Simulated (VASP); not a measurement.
# TiSi2 (Immm) in VASP: notebook

Runs on TiSi2. Level: LDA. Tasks: single point.

All numbers are computed with VASP 6.6.1; they aren't measurements. Logs are shortened: lines on timing, memory, paths and dates and some standing lists are left out, and cuts for length are marked.

### Step 1. The cell of the first run

It takes space group Immm (No. 71, orthorhombic). The conventional cell has a = 2.828 Å, b = 3.278 Å, c = 8.048 Å, α = 90.00°, β = 90.00°, γ = 90.00°. Ti (site symmetry mmm) has 10 Si at 2.57 to 2.61 Å and 4 Ti at 2.83 to 3.28 Å within 3.4 Å. Within 3.3 Å of Si (site symmetry mm2) lie 9 Si at 2.43 to 3.28 Å and 5 Ti at 2.57 to 2.61 Å.

### Step 2. Single point, LDA (atoms shifted along a free coordinate)

File INCAR:

```
SYSTEM = TiSi2
PREC = Accurate ; ENCUT = 520
EDIFF = 1E-6 ; ISMEAR = 0
SIGMA = 0.15 ; LREAL = .FALSE.
LASPH = .TRUE. ; NELM = 60
ALGO = Normal ; ISIF = 2
LWAVE = .FALSE. ; LCHARG = .FALSE.
GGA = CA ; NBANDS = 17
```

File KPOINTS:

```
regular mesh
0
G
  18 18 18
  0 0 0
```

File POSCAR:

```
TiSi2
1.0
   -1.4142358918      1.6390264877      4.0241028366
    1.4142358918     -1.6390264877      4.0241028366
    1.4142358918      1.6390264877     -4.0241028366
Ti Si
1 2
Direct
    0.0000000000      0.0000000000      0.0000000000
    0.3188444216      0.3188444216      0.0000000000
    0.6811555784      0.6811555784      0.0000000000
```

Potentials or basis: VASP PAW LDA potentials, release 64 (Ti_sv, Si).

Command:

```bash
> cat potpaw_LDA.64/Ti_sv/POTCAR potpaw_LDA.64/Si/POTCAR > POTCAR
> mpirun -np 1 vasp_std > vasp.out
```

OUTCAR:

```text
SYSTEM = TiSi2
   PREC = Accurate
   ENCUT = 520
   EDIFF = 1E-6
   ISMEAR = 0
   LREAL = .FALSE.
   LASPH = .TRUE.
   NELM = 60
   ISIF = 2
   GGA = CA

 ion  position               nearest neighbor table
   1  0.000  0.000  0.000-   2 2.57   3 2.57   2 2.61   3 2.61   3 2.61   3 2.61   2 2.61   2 2.61
                             3 2.61   2 2.61
   2  0.319  0.319  0.000-   3 2.43   3 2.43   3 2.43   3 2.43   1 2.57   1 2.61   1 2.61   1 2.61
                             1 2.61   3 2.92
   3  0.681  0.681  0.000-   2 2.43   2 2.43   2 2.43   2 2.43   1 2.57   1 2.61   1 2.61   1 2.61
                             1 2.61   2 2.92

  LATTYP: Found a body centered orthorhombic cell.
 ALAT       =     2.8284717836
 B/A-ratio  =     1.1589484450
 C/A-ratio  =     2.8454254767

  Lattice vectors:

 A1 = (  -1.4142358918,   1.6390264877,   4.0241028366)
 A2 = (   1.4142358918,  -1.6390264877,   4.0241028366)
 A3 = (   1.4142358918,   1.6390264877,  -4.0241028366)

Analysis of symmetry for initial positions (statically):
=====================================================================
 Subroutine PRICEL returns:
 Original cell was already a primitive cell.

 Routine SETGRP: Setting up the symmetry group for a
 body centered orthorhombic supercell.

 Subroutine GETGRP returns: Found  8 space group operations
 (whereof  8 operations were pure point group operations)
 out of a pool of  8 trial point group operations.

The static configuration has the point symmetry D_2h.

Analysis of symmetry for dynamics (positions and initial velocities):
=====================================================================
 Subroutine PRICEL returns:
 Original cell was already a primitive cell.

 Routine SETGRP: Setting up the symmetry group for a
 body centered orthorhombic supercell.

 Subroutine GETGRP returns: Found  8 space group operations
 (whereof  8 operations were pure point group operations)
 out of a pool of  8 trial point group operations.

The dynamic configuration has the point symmetry D_2h.

 Subroutine INISYM returns: Found  8 space group operations
 (whereof  8 operations are pure point group operations),
 and found     1 'primitive' translations

----------------------------------------------------------------------------------------

                                     Primitive cell

  volume of cell :      37.3110

  direct lattice vectors                    reciprocal lattice vectors
[... 85 lines left out ...]
   LSORBIT =      F    spin-orbit coupling
   LASPH  =      T    aspherical Exc in radial PAW
   ENCUT  =  520.0 eV  38.22 Ry    6.18 a.u.   8.50  8.50  8.50*2*pi/ulx,y,z
   NELM   =     60;   NELMIN=  2; NELMDL= -5     # of ELM steps
   EDIFF  = 0.1E-05   stopping-criterion for ELM
   LREAL  =      F    real-space projection
   EDIFFG = 0.1E-04   stopping-criterion for IOM
   NSW    =      0    number of steps for IOM
   IBRION =     -1    ionic relax: 0-MD 1-quasi-New 2-CG
   NFREE  =      0    steps in history (QN), initial steepest desc. (CG)
   ISIF   =      2    stress and relaxation
   ISYM   =      2    0-nonsym 1-usesym 2-fastsym
   POTIM  = 0.5000    time-step for ionic-motion
   TEBEG  =    0.0;   TEEND  =   0.0 temperature during run
   PSTRESS=    0.0 pullay stress
   NELECT =      20.0000    total number of electrons
   NUPDOWN=      -1.0000    fix difference up-down
   EMIN   =  10.00;   EMAX   =-10.00  energy-range for DOS
   EFERMI =   0.00;   METHOD = LEGACY
   ISMEAR =     0;   SIGMA  =   0.15  broadening in eV -4-tet -1-fermi 0-gaus
   EFERMI_NEDOS =   21; number of points for ismear=-14 and -15
   IALGO  =     38    algorithm
   IMIX   =      4    mixing-type and parameters
     AMIX     =   0.40;   BMIX     =  1.00
     AMIX_MAG =   1.60;   BMIX_MAG =  1.00
  volume/ion in A,a.u.               =      12.44        83.93
  Fermi-wavevector in a.u.,A,eV,Ry     =   1.329860  2.513071 24.062273  1.768527
  Thomas-Fermi vector in A             =   2.458990
   LORBIT       =      0    0 simple, 1 ext, 2 COOP (PROOUT), +10 PAW based schemes
   GGA     = CA    functional components
   LHFCALC =     F    Hartree Fock is set to
   AEXX    =    0.0000 exact exchange contribution
   IVDW    =     0    specifies the selected vdW correction
   LEPSILON=     F    determine dielectric tensor
   LRPA    =     F    only Hartree local field effects (RPA)
 non-spin polarized calculation
 Gauss-broadening in eV      SIGMA  =   0.15
  energy-cutoff  :      520.00
  volume of cell :       37.31
 maximum number of plane-waves:      1022
 NGX is ok and might be reduce to    36
   NGX = 17   NGY = 17   NGZ = 17

 number of electron      19.9999999 magnetization

 Free energy of the ion-electron system (eV)
  ---------------------------------------------------
  ext. energy  EPLUGINS =         0.00000000
  ---------------------------------------------------
  free energy    TOTEN  =       -21.69248891 eV

  energy without entropy =      -21.67611671  energy(sigma->0) =      -21.68430281

 E-fermi :  11.6103     XC(G=0): -12.4260

 val. band max:       11.6095214851   @ k =  -0.2778   0.2222   0.0000
 cond. band min:      11.6111163696   @ k =   0.5000   0.5000   0.3333
 fundamental gap:      0.0015948845
 Fermi energy:        11.6102720940

 k-point     1 :       0.0000    0.0000    0.0000
  band No.  band energies     occupation
      1     -43.6601      2.00000
      2     -20.4332      2.00000
      3     -20.3645      2.00000
      4     -20.0570      2.00000
      5      -2.0465      2.00000
      6       6.7811      2.00000
[... 457 lines left out ...]
      4     -20.0664      2.00000
      5      -0.8396      2.00000
      6       4.7382      2.00000
[... 9 lines left out ...]
     16      19.3600      0.00000
     17      19.8404      0.00000

 [... further k-points ...]
[... 5 lines left out ...]
  --------------------------------------------------------------------------------------
  -------------------------------------------------------------------------------------
  Total        3.6409641      3.3167842      4.5811138      0.0000000      0.0000000      0.0000000
  in kB      156.3471952    142.4265331    196.7183047      0.0000000      0.0000000      0.0000000
  external PRESSURE =     165.1640110 kB  Pullay stress =       0.0000000 kB

 VOLUME and BASIS-vectors are now :
 -----------------------------------------------------------------------------
  energy-cutoff  :      520.00
  volume of cell :       37.31
      direct lattice vectors                 reciprocal lattice vectors
    -1.414235892  1.639026488  4.024102837     0.000000000  0.305059133  0.124251298
     1.414235892 -1.639026488  4.024102837     0.353547808  0.000000000  0.124251298
     1.414235892  1.639026488 -4.024102837     0.353547808  0.305059133  0.000000000

 POSITION                                       TOTAL-FORCE (eV/Angst)
 -----------------------------------------------------------------------------------
      0.00000      0.00000      0.00000        -0.000000      0.000000      0.000000
      0.00000      0.00000      2.56613         0.000000      0.000000      1.234640
      0.00000      0.00000      5.48208        -0.000000     -0.000000     -1.234640
 -----------------------------------------------------------------------------------
    total drift:                               -0.000000      0.000000      0.000000

  FREE ENERGIE OF THE ION-ELECTRON SYSTEM (eV)
  ---------------------------------------------------
  free  energy   TOTEN  =       -21.6924889123 eV

  energy  without entropy=      -21.6761167054  energy(sigma->0) =      -21.68430281
```

OSZICAR:

```text
N       E                     dE             d eps       ncg     rms          rms(c)
DAV:   1     0.133950743445E+03    0.13395E+03   -0.96867E+03 29426   0.124E+03
DAV:   2    -0.144892259037E+02   -0.14844E+03   -0.14447E+03 30019   0.324E+02
DAV:   3    -0.231566965065E+02   -0.86675E+01   -0.85001E+01 44075   0.721E+01
DAV:   4    -0.233907360178E+02   -0.23404E+00   -0.23331E+00 36393   0.108E+01
DAV:   5    -0.233978994106E+02   -0.71634E-02   -0.71618E-02 45051   0.179E+00    0.143E+01
DAV:   6    -0.220450787364E+02    0.13528E+01   -0.14431E+01 38839   0.341E+01    0.561E+00
DAV:   7    -0.217335668288E+02    0.31151E+00   -0.26635E+00 37311   0.145E+01    0.434E+00
DAV:   8    -0.217039315950E+02    0.29635E-01   -0.38597E-01 37084   0.568E+00    0.123E+00
DAV:   9    -0.216929222448E+02    0.11009E-01   -0.11246E-01 34826   0.340E+00    0.433E-01
DAV:  10    -0.216927983829E+02    0.12386E-03   -0.31607E-03 36216   0.447E-01    0.227E-01
DAV:  11    -0.216924932421E+02    0.30514E-03   -0.30912E-03 39685   0.504E-01    0.117E-01
DAV:  12    -0.216924909986E+02    0.22435E-05   -0.20852E-04 33430   0.161E-01    0.164E-02
DAV:  13    -0.216924895205E+02    0.14782E-05   -0.46457E-06 37679   0.177E-02    0.198E-02
DAV:  14    -0.216924889123E+02    0.60812E-06   -0.33700E-06 31627   0.165E-02
   1 F= -.21692489E+02 E0= -.21684303E+02  d E =-.163722E-01
```

stdout:

```text
POSCAR found type information on POSCAR TiSi
 POSCAR found :  2 types and       3 ions
 scaLAPACK will be used
 LDA part: xc-table for (Slater(with rela. corr.)+CA(PZ))
 , standard interpolation
 POSCAR, INCAR and KPOINTS ok, starting setup
 FFT: planning ... GRIDC
 FFT: planning ... GRID_SOFT
 FFT: planning ... GRID
 WAVECAR not read
 entering main loop
```

It took 8.9 min on 1 thread of AMD EPYC 9R45 (Zen 5), shared host; peak memory 0.56 GiB.

Results:

```yaml
Free_energy: -21.6925 eV
Pressure: 16.5 GPa
Largest_force: 1.235 eV/Å
Band_gap_on_the_k_mesh: zero (bands 10 and 11 overlap by 2.43 eV)
```

Forces in eV/Å, atoms in the order of the input:
```
Ti   0.000  0.000  0.000
Si   0.000  0.000  1.235
Si   0.000  0.000 -1.235
```

Stress tensor (GPa, compression positive):
```
15.63  0.00  0.00
 0.00 14.24  0.00
 0.00  0.00 19.67
```

Caveat: the cell differs from its parent crystal (atoms shifted along a free coordinate); the stress differs along the axes, from 14 to 20 GPa; forces of over 1 eV/Å act on the atoms, so gaps and moduli don't describe the material at rest.

### Step 3. Single point, LDA (atoms shifted along a free coordinate)

File INCAR:

```
  PREC = Accurate
  ENCUT = 520
  EDIFF = 1E-6
  ISMEAR = 0
  SIGMA = 0.15
  LREAL = False
  LASPH = True
  NELM = 60
  ALGO = Normal
  ISIF = 2
  LWAVE = False
  LCHARG = False
  NBANDS = 17
```

File KPOINTS:

```
regular mesh
0
Gamma
  18 18 18
```

File POSCAR:

```
TiSi2
1.0
   -1.4142358918      1.6390264877      4.0241028366
    1.4142358918     -1.6390264877      4.0241028366
    1.4142358918      1.6390264877     -4.0241028366
Ti Si
1 2
Direct
    0.0000000000      0.0000000000      0.0000000000
    0.3430135366      0.3430135366      0.0000000000
    0.6569864634      0.6569864634      0.0000000000
```

Potentials or basis: VASP PAW LDA potentials, release 64 (Ti_sv, Si).

Command:

```bash
> cat potpaw_LDA.64/Ti_sv/POTCAR potpaw_LDA.64/Si/POTCAR > POTCAR
> mpirun -np 1 vasp_std > vasp.out
```

Wall time 9 min (1 thread of AMD EPYC 9R45 (Zen 5), shared host); peak memory 0.57 GiB.

Results (log left out):

* Free energy: -21.6562 eV
* Pressure: 18.1 GPa
* Largest force: 1.451 eV/Å
* Band gap on the k mesh: zero (bands 10 and 11 overlap by 2.90 eV)

Forces on the atoms (eV/Å):
```
Ti   0.000  0.000  0.000
Si   0.000  0.000 -1.451
Si   0.000  0.000  1.451
```

Stress tensor (GPa, compression positive):
```
16.30  0.00  0.00
 0.00 21.22  0.00
 0.00  0.00 16.65
```

Levels at points of the mesh, in eV from the Fermi level:
```tsv
k point	band 7	band 8	band 9	band 10	band 11	band 12	band 13	band 14
(0.00, 0.00, 0.00)	-3.77	-1.89	-0.96	1.14	2.67	3.01	3.15	4.62
(0.50, 0.00, 0.00)	-4.57	-4.02	-0.73	0.77	2.39	2.99	4.08	4.36
(0.00, 0.50, 0.00)	-3.88	-3.87	-1.39	-0.43	1.12	3.80	4.06	4.23
(0.50, 0.50, 0.00)	-4.97	-3.93	-2.77	-1.59	-0.88	3.46	3.94	4.05
(0.50, 0.50, 0.50)	-1.53	-0.69	-0.12	0.49	2.30	2.74	3.27	4.70
```

Caveat: the cell differs from its parent crystal (atoms shifted along a free coordinate); the cell stands under pressure; forces of over 1 eV/Å act on the atoms, so gaps and moduli don't describe the material at rest.

### Step 4. Single point, LDA (atoms shifted along a free coordinate)

File INCAR:

```
SYSTEM = TiSi2
ALGO = Normal
EDIFF = 1E-7
ENCUT = 520
GGA = CA
ISIF = 2
ISMEAR = 0
LASPH = .TRUE.
LCHARG = .FALSE.
LREAL = .FALSE.
LWAVE = .FALSE.
NBANDS = 17
NELM = 100
PREC = Accurate
SIGMA = 0.15
```

File KPOINTS:

```
k-points
0
G
  18 18 18
  0 0 0
```

File POSCAR:

```
TiSi2
1.0
   -1.4794824127      1.7146438417      4.2097569496
    1.4794824127     -1.7146438417      4.2097569496
    1.4794824127      1.7146438417     -4.2097569496
Ti Si
1 2
Direct
    0.0000000000      0.0000000000      0.0000000000
    0.3188444216      0.3188444216      0.0000000000
    0.6811555784      0.6811555784      0.0000000000
```

Command:

```bash
> cat potpaw_LDA.64/Ti_sv/POTCAR potpaw_LDA.64/Si/POTCAR > POTCAR
> mpirun -np 1 vasp_std > vasp.out
```

Run time: 6.1 min. Hardware: 1 thread of Intel Xeon 6975P-C (Granite Rapids), shared host; peak memory 0.66 GiB.

It converged, with:

```yaml
Free_energy: -21.8179 eV
Pressure: -6.5 GPa
Largest_force: 0.857 eV/Å
Band_gap_on_the_k_mesh: zero (bands 10 and 11 overlap by 2.12 eV)
```

Forces in eV/Å, atoms in the order of the input:
```
Ti   0.000  0.000  0.000
Si   0.000  0.000  0.857
Si   0.000  0.000 -0.857
```

Stress tensor (GPa, compression positive):
```
-4.88  0.00  0.00
 0.00 -9.08  0.00
 0.00  0.00 -5.57
```

Levels at points of the mesh, in eV from the Fermi level:
```csv
k point,band 6,band 7,band 8,band 9,band 10,band 11,band 12,band 13,band 14,band 15
"(0.00, 0.00, 0.00)",-4.31,-4.06,-2.47,-0.54,0.44,1.60,2.35,3.61,3.65,3.74
"(0.50, 0.00, 0.00)",-9.43,-4.08,-3.59,-0.71,1.01,1.89,2.51,3.43,4.51,4.90
"(0.00, 0.50, 0.00)",-8.35,-3.32,-3.13,-0.79,-0.51,0.87,2.27,3.17,4.02,4.45
"(0.50, 0.50, 0.00)",-5.61,-5.33,-5.05,-3.00,-1.19,-0.21,2.34,2.79,2.88,3.34
"(0.50, 0.50, 0.50)",-8.28,-1.68,-1.38,-0.59,0.49,1.87,1.99,2.41,3.62,3.73
```

Caveat: the cell differs from its parent crystal (atoms shifted along a free coordinate); the cell stands under tension.

### Step 5. Single point, LDA (atoms shifted along a free coordinate)

File INCAR:

```
SYSTEM = TiSi2
ALGO     = Normal         ! electronic algorithm
EDIFF    = 1E-6           ! SCF threshold, eV
ENCUT    = 520            ! plane-wave cutoff, eV
GGA      = CA             ! functional
ISIF     = 2              ! what is computed and relaxed
ISMEAR   = 0              ! smearing method
LASPH    = .TRUE.         ! aspherical terms in the spheres
LCHARG   = .TRUE.         ! write CHGCAR
LELF     = .TRUE.         ! ELF
LREAL    = .FALSE.        ! projectors in reciprocal space
LVHAR    = .TRUE.       
LWAVE    = .FALSE.        ! write WAVECAR
NBANDS   = 17             ! bands
NELM     = 60             ! most SCF steps
PREC     = Accurate       ! precision mode
SIGMA    = 0.15           ! smearing width, eV
```

KPOINTS is that of step 4.

File POSCAR:

```
TiSi2
1.0
   -1.4918812718      1.7290134802      4.2450369792
    1.4918812718     -1.7290134802      4.2450369792
    1.4918812718      1.7290134802     -4.2450369792
Ti Si
1 2
Direct
    0.0000000000      0.0000000000      0.0000000000
    0.3369712579      0.3369712579      0.0000000000
    0.6630287421      0.6630287421      0.0000000000
```

Command:

```bash
> cat potpaw_LDA.64/Ti_sv/POTCAR potpaw_LDA.64/Si/POTCAR > POTCAR
> mpirun -np 1 vasp_std > vasp.out
```

It took 6.3 min on 1 thread of Intel Xeon 6975P-C (Granite Rapids), shared host; peak memory 0.68 GiB.

The run converged. Its results:

* Free energy: -21.8370 eV
* Pressure: -9.3 GPa
* Largest force: 0.308 eV/Å
* Band gap on the k mesh: zero (bands 10 and 11 overlap by 2.39 eV)

Forces in eV/Å, atoms in the order of the input:
```
Ti   0.000  0.000  0.000
Si   0.000  0.000 -0.308
Si   0.000  0.000  0.308
```

Stress tensor (GPa, compression positive):
```
 -9.15   0.00   0.00
  0.00  -8.48   0.00
  0.00   0.00 -10.26
```

Levels at points of the mesh, in eV from the Fermi level:
| k point | band 6 | band 7 | band 8 | band 9 | band 10 | band 11 | band 12 | band 13 | band 14 | band 15 |
| --- | --- | --- | --- | --- | --- | --- | --- | --- | --- | --- |
| (0.00, 0.00, 0.00) | -4.74 | -4.08 | -1.83 | -0.62 | 0.81 | 2.25 | 2.39 | 2.79 | 3.68 | 4.18 |
| (0.50, 0.00, 0.00) | -8.61 | -4.19 | -3.70 | -0.59 | 0.75 | 1.98 | 2.44 | 3.39 | 3.74 | 5.56 |
| (0.00, 0.50, 0.00) | -7.68 | -3.55 | -3.44 | -1.03 | -0.34 | 1.00 | 3.07 | 3.27 | 3.62 | 4.08 |
| (0.50, 0.50, 0.00) | -4.80 | -4.63 | -4.44 | -2.63 | -1.27 | -0.80 | 2.77 | 2.95 | 3.20 | 3.35 |
| (0.50, 0.50, 0.50) | -8.92 | -1.12 | -0.97 | -0.11 | 0.42 | 1.87 | 2.29 | 2.53 | 3.58 | 3.75 |

Caveat: the cell differs from its parent crystal (atoms shifted along a free coordinate); the cell stands under tension.

### Step 6. Summary

| cell | gap on the mesh (eV) | pressure (GPa) | largest force (eV/Å) |
| --- | --- | --- | --- |
| a = 4.569 Å, angles 143.9, 138.0, 56.6°, 3 atoms, atomic positions A | none | 16.5 | 1.23 |
| a = 4.569 Å, angles 143.9, 138.0, 56.6°, 3 atoms, atomic positions B | none | 18.1 | 1.45 |
| a = 4.780 Å, angles 143.9, 138.0, 56.6°, 3 atoms, atomic positions A | none | -6.5 | 0.86 |
| a = 4.820 Å, angles 143.9, 138.0, 56.6°, 3 atoms, atomic positions C | none | -9.3 | 0.31 |

Alike in all rows: task single point; level LDA; potentials or basis VASP PAW LDA potentials, release 64 (Ti_sv, Si); no spin polarisation; k mesh 18 × 18 × 18; cutoff (eV) 520; smearing gaussian 0.15 eV.

Caveats: forces of over 1 eV/Å act on the atoms, so gaps and moduli don't describe the material at rest (at least some runs); the cell stands under tension (at least some runs); the stress differs along the axes, from 14 to 20 GPa (at least some runs); the cell stands under pressure (at least some runs).

Absolute energies hang on the potentials; compare differences alone.
